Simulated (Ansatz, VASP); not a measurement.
# One calculation of RbBr, two programs

```
Rb Br
1.0
     4.12608    0.00000    0.00000
     0.00000    4.12608    0.00000
     0.00000    0.00000    4.12608
Rb Br
1 1
Cartesian
  0.0000 0.0000 0.0000
  2.0630 2.0630 2.0630
```

Alike in both runs: task relaxation of cell and atoms; functional RPBE; k mesh 7 × 7 × 7; occupations fermi-dirac, width 0.05 eV; no spin polarisation.

|  | VASP | Ansatz |
| --- | --- | --- |
| version | VASP 6.6.1 | Ansatz 0.2.0 |
| potentials or method | VASP PAW PBE potentials, release 64 (Rb_sv, Br) | Ansatz PAW |
| plane-wave cutoff (eV) | 600 | 420 |
| valence electrons in the cell | 16 | 16 |

|  | VASP | Ansatz | Ansatz less VASP |
| --- | --- | --- | --- |
| gap on the k mesh at the Fermi level, each at its own relaxed structure (eV) | 3.92 | 3.93 | +0.011 |
| relaxed volume (Å³/atom) | 41.36 | 41.23 | -0.128 |
| relaxed cell length with the largest relative difference (Å) | 4.357 | 4.353 | -0.0045 |

VASP's potentials were made for PBE, not for RPBE.

Noted on VASP's run: the volume moved by over 15 % at a fixed basis, so the end points are rough. Noted on Ansatz's run: the volume moved by over 15 % at a fixed basis, so the end points are rough; odd divisions of the mesh miss points on the zone boundary, where band edges often lie, so the gap on the mesh can be too wide; the plane-wave basis is chosen anew once the cell has moved, so the energies of steps on either side of that aren't comparable.
